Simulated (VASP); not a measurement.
# Mg5ZnN4 (Pmmn) in VASP: notebook, part 2 of 2

VASP 6.6.1. The steps go on from the part before.

## 3. Electric field gradients, LDA

INCAR

```
ALGO = Normal
EDIFF = 1E-8
ENCUT = 520
ISIF = 2
ISMEAR = -1
LASPH = True
LCHARG = False
LEFG = True
LREAL = Auto
LWAVE = False
NBANDS = 58
NELM = 100
PREC = Accurate
SIGMA = 0.02
```

KPOINTS

```
k-points
0
Gamma
  4 4 6
```

POSCAR

```
Mg5ZnN4
1.0
    6.7593360000      0.0000000000      0.0000000000
    0.0000000000      7.1473560000      0.0000000000
    0.0000000000      0.0000000000      5.1833780000
Mg Zn N
10 2 8
Direct
    0.2525850000      0.3008640000      0.7506170000
    0.2525850000      0.6991360000      0.7506170000
    0.7474150000      0.3008640000      0.7506170000
    0.7474150000      0.6991360000      0.7506170000
    0.2474150000      0.1991360000      0.2493830000
    0.2474150000      0.8008640000      0.2493830000
    0.7525850000      0.1991360000      0.2493830000
    0.7525850000      0.8008640000      0.2493830000
    0.5000000000      0.5000000000      0.2775710000
    0.0000000000      0.0000000000      0.7224290000
    0.0000000000      0.5000000000      0.2733140000
    0.5000000000      0.0000000000      0.7266860000
    0.7487420000      0.5000000000      0.0470740000
    0.2512580000      0.5000000000      0.0470740000
    0.7512580000      0.0000000000      0.9529260000
    0.2487420000      0.0000000000      0.9529260000
    0.5000000000      0.2520210000      0.4973610000
    0.5000000000      0.7479790000      0.4973610000
    0.0000000000      0.2479790000      0.5026390000
    0.0000000000      0.7520210000      0.5026390000
```

Potentials or basis: VASP PAW LDA potentials, release 64 (Mg, Zn, N).

Started as:

```sh
> cat potpaw_LDA.64/Mg/POTCAR potpaw_LDA.64/Zn/POTCAR potpaw_LDA.64/N/POTCAR > POTCAR
> mpirun -np 1 vasp_std > vasp.out
```

OUTCAR:

```text
EDIFF = 1E-8
   ENCUT = 520
   ISIF = 2
   ISMEAR = -1
   LASPH = True
   LREAL = Auto
   NELM = 100
   PREC = Accurate

 ion  position               nearest neighbor table
   1  0.253  0.301  0.751-  14 2.09  17 2.15  19 2.17  16 2.39   5 2.69   5 2.70  12 2.73  10 2.75
                             2 2.85   9 3.29  11 3.33   3 3.34   3 3.41   9 3.50
   2  0.253  0.699  0.751-  14 2.09  18 2.15  20 2.17  16 2.39   6 2.69   6 2.70  12 2.73  10 2.75
                             1 2.85   9 3.29  11 3.33   4 3.34   4 3.41   9 3.50
   3  0.747  0.301  0.751-  13 2.09  17 2.15  19 2.17  15 2.39   7 2.69   7 2.70  12 2.73  10 2.75
                             4 2.85   9 3.29  11 3.33   1 3.34   1 3.41   9 3.50
   4  0.747  0.699  0.751-  13 2.09  18 2.15  20 2.17  15 2.39   8 2.69   8 2.70  12 2.73  10 2.75
                             3 2.85   9 3.29  11 3.33   2 3.34   2 3.41   9 3.50
   5  0.247  0.199  0.249-  16 2.09  19 2.15  17 2.17  14 2.39   1 2.69   1 2.70  11 2.73   9 2.75
                             6 2.85  10 3.29  12 3.33   7 3.34   7 3.41  10 3.50
   6  0.247  0.801  0.249-  16 2.09  20 2.15  18 2.17  14 2.39   2 2.69   2 2.70  11 2.73   9 2.75
                             5 2.85  10 3.29  12 3.33   8 3.34   8 3.41  10 3.50
   7  0.753  0.199  0.249-  15 2.09  19 2.15  17 2.17  13 2.39   3 2.69   3 2.70  11 2.73   9 2.75
                             8 2.85  10 3.29  12 3.33   5 3.34   5 3.41  10 3.50
   8  0.753  0.801  0.249-  15 2.09  20 2.15  18 2.17  13 2.39   4 2.69   4 2.70  11 2.73   9 2.75
                             7 2.85  10 3.29  12 3.33   6 3.34   6 3.41  10 3.50
   9  0.500  0.500  0.278-  13 2.06  14 2.06  17 2.11  18 2.11   5 2.75   6 2.75   7 2.75   8 2.75
                             1 3.29   2 3.29   3 3.29   4 3.29   1 3.50   2 3.50   3 3.50   4 3.50
  10  0.000  0.000  0.722-  15 2.06  16 2.06  19 2.11  20 2.11   1 2.75   2 2.75   3 2.75   4 2.75
                             5 3.29   6 3.29   7 3.29   8 3.29   5 3.50   6 3.50   7 3.50   8 3.50
  11  0.000  0.500  0.273-  13 2.06  14 2.06  19 2.16  20 2.16   5 2.73   6 2.73   7 2.73   8 2.73
                             1 3.33   2 3.33   3 3.33   4 3.33
  12  0.500  0.000  0.727-  15 2.06  16 2.06  17 2.16  18 2.16   1 2.73   2 2.73   3 2.73   4 2.73
                             5 3.33   6 3.33   7 3.33   8 3.33
  13  0.749  0.500  0.047-   9 2.06  11 2.06   3 2.09   4 2.09   7 2.39   8 2.39
  14  0.251  0.500  0.047-   9 2.06  11 2.06   1 2.09   2 2.09   5 2.39   6 2.39
[... 1630 lines left out ...]
      1.70731      4.99697      3.89073         0.010906      0.053470     -0.015777
      5.05203      2.15038      3.89073        -0.010906     -0.053470     -0.015777
      5.05203      4.99697      3.89073        -0.010906      0.053470     -0.015777
      1.67236      1.42330      1.29265        -0.010906      0.053470      0.015777
      1.67236      5.72406      1.29265        -0.010906     -0.053470      0.015777
[... 12 lines left out ...]
      0.00000      1.77239      2.60537        -0.000000      0.107614     -0.085266
      0.00000      5.37496      2.60537        -0.000000     -0.107614     -0.085266
 -----------------------------------------------------------------------------------
    total drift:                               -0.000000      0.000000     -0.000000

  FREE ENERGIE OF THE ION-ELECTRON SYSTEM (eV)
  ---------------------------------------------------
  free  energy   TOTEN  =      -109.0796627207 eV

  energy  without entropy=     -109.0796627207  energy(sigma->0) =     -109.07966272

 Electric field gradients (V/A^2)
---------------------------------------------------------------------
 ion       V_xx      V_yy      V_zz      V_xy      V_xz      V_yz
---------------------------------------------------------------------
   1       1.535     6.425    -7.960    -0.784     1.369   -18.430
   2       1.535     6.425    -7.960     0.784     1.369    18.430
   3       1.535     6.425    -7.960     0.784    -1.369   -18.430
   4       1.535     6.425    -7.960    -0.784    -1.369    18.430
   5       1.535     6.425    -7.960    -0.784     1.369   -18.430
   6       1.535     6.425    -7.960     0.784     1.369    18.430
[... 12 lines left out ...]
  19      -6.621     9.864    -3.243     0.000    -0.000    -8.656
  20      -6.621     9.864    -3.243    -0.000    -0.000     8.656
---------------------------------------------------------------------

 Electric field gradients after diagonalization (V/A^2)
 (convention: |V_zz| > |V_xx| > |V_yy|)
----------------------------------------------------------------------
 ion       V_xx      V_yy      V_zz     asymmetry (V_yy - V_xx)/ V_zz
----------------------------------------------------------------------
   1      19.131     1.442   -20.573       0.860
   2      19.131     1.442   -20.573       0.860
   3      19.131     1.442   -20.573       0.860
   4      19.131     1.442   -20.573       0.860
   5      19.131     1.442   -20.573       0.860
   6      19.131     1.442   -20.573       0.860
[... 12 lines left out ...]
  19      -7.547    -6.621    14.168       0.065
  20      -7.547    -6.621    14.168       0.065
----------------------------------------------------------------------

           NMR quadrupolar parameters

 Cq : quadrupolar parameter    Cq=e*Q*V_zz/h
 eta: asymmetry parameters     (V_yy - V_xx)/ V_zz
 Q  : nuclear electric quadrupole moment in mb (millibarn)
----------------------------------------------------------------------
 ion       Cq(MHz)       eta       Q (mb)
----------------------------------------------------------------------
   1      -0.050       0.860       1.000
   2      -0.050       0.860       1.000
   3      -0.050       0.860       1.000
   4      -0.050       0.860       1.000
   5      -0.050       0.860       1.000
   6      -0.050       0.860       1.000
[... 12 lines left out ...]
  19       0.034       0.065       1.000
  20       0.034       0.065       1.000
----------------------------------------------------------------------
```

OSZICAR:

```text
N       E                     dE             d eps       ncg     rms          rms(c)
DAV:   1     0.600499745563E+03    0.60050E+03   -0.35262E+04  4176   0.141E+03
DAV:   2    -0.173047433133E+02   -0.61780E+03   -0.56877E+03  4520   0.331E+02
DAV:   3    -0.125045307359E+03   -0.10774E+03   -0.10530E+03  4742   0.138E+02
[... 11 lines left out ...]
DAV:  15    -0.109079663058E+03    0.35382E-06   -0.10569E-05  5954   0.195E-02    0.827E-03
DAV:  16    -0.109079663037E+03    0.21003E-07   -0.20330E-06  5008   0.725E-03    0.470E-03
DAV:  17    -0.109079662835E+03    0.20204E-06   -0.51743E-07  4980   0.284E-03    0.262E-03
DAV:  18    -0.109079662724E+03    0.11154E-06   -0.32136E-07  5616   0.257E-03    0.789E-04
DAV:  19    -0.109079662721E+03    0.28504E-08   -0.61995E-08  4588   0.972E-04
   1 F= -.10907966E+03 E0= -.10907966E+03  d E =-.347536E-10
```

Wall time 8.7 min (1 thread of AMD EPYC 9R45 (Zen 5), shared host); peak memory 0.44 GiB.

What came out:

* Free energy: -109.0797 eV
* Pressure: -8.1 GPa
* Largest force: 0.217 eV/Å
* Band gap on the k mesh: 0.83 eV, indirect (least direct gap 0.92 eV)

Forces in eV/Å, atoms in the order of the input:
```
Mg   0.011 -0.053 -0.016
Mg   0.011  0.053 -0.016
Mg  -0.011 -0.053 -0.016
Mg  -0.011  0.053 -0.016
Mg  -0.011  0.053  0.016
Mg  -0.011 -0.053  0.016
Mg   0.011  0.053  0.016
Mg   0.011 -0.053  0.016
Mg   0.000  0.000 -0.025
Mg   0.000  0.000  0.025
Zn   0.000  0.000 -0.101
Zn   0.000  0.000  0.101
N    0.139  0.000  0.167
N   -0.139  0.000  0.167
N   -0.139  0.000 -0.167
N    0.139  0.000 -0.167
N    0.000 -0.108  0.085
N    0.000  0.108  0.085
N    0.000  0.108 -0.085
N    0.000 -0.108 -0.085
```

Levels at points of the mesh, in eV from the valence-band top:
| k point | band 39 | band 40 | band 41 | band 42 | band 43 | band 44 | band 45 | band 46 |
| --- | --- | --- | --- | --- | --- | --- | --- | --- |
| (0.00, 0.00, 0.00) | -0.45 | -0.41 | -0.15 | -0.09 | 0.83 | 2.17 | 2.28 | 2.58 |
| (0.50, 0.00, 0.00) | -0.70 | -0.70 | -0.42 | -0.42 | 2.66 | 2.66 | 3.53 | 3.53 |
| (0.00, 0.50, 0.00) | -0.95 | -0.95 | -0.07 | -0.07 | 2.90 | 2.90 | 3.34 | 3.34 |
| (0.50, 0.50, 0.00) | -0.93 | -0.93 | -0.88 | -0.88 | 3.28 | 3.28 | 3.42 | 3.42 |
| (0.00, 0.00, 0.50) | -0.70 | -0.48 | -0.36 | 0.00 | 3.03 | 3.27 | 3.83 | 4.08 |
| (0.50, 0.00, 0.50) | -0.70 | -0.70 | -0.70 | -0.70 | 3.80 | 3.80 | 3.90 | 3.90 |
| (0.00, 0.50, 0.50) | -0.81 | -0.81 | -0.16 | -0.16 | 3.90 | 3.90 | 4.18 | 4.18 |
| (0.50, 0.50, 0.50) | -0.74 | -0.74 | -0.71 | -0.71 | 4.66 | 4.66 | 4.78 | 4.78 |

Electric field gradients, principal values (V/Å²):
```tsv
atom	least	middle	greatest (by size)
1 Mg	1.442	19.131	-20.573
2 Mg	1.442	19.131	-20.573
3 Mg	1.442	19.131	-20.573
4 Mg	1.442	19.131	-20.573
5 Mg	1.442	19.131	-20.573
6 Mg	1.442	19.131	-20.573
7 Mg	1.442	19.131	-20.573
8 Mg	1.442	19.131	-20.573
9 Mg	2.168	4.629	-6.797
10 Mg	2.168	4.629	-6.797
11 Zn	8.879	19.578	-28.457
12 Zn	8.879	19.578	-28.457
13 N	10.446	15.500	-25.946
14 N	10.446	15.500	-25.946
15 N	10.446	15.500	-25.946
16 N	10.446	15.500	-25.946
17 N	-6.621	-7.547	14.168
18 N	-6.621	-7.547	14.168
19 N	-6.621	-7.547	14.168
20 N	-6.621	-7.547	14.168
```

Caveat: without QUAD_EFG the Cq values of the log hold for a quadrupole moment of 1 mb, not for the nuclei.
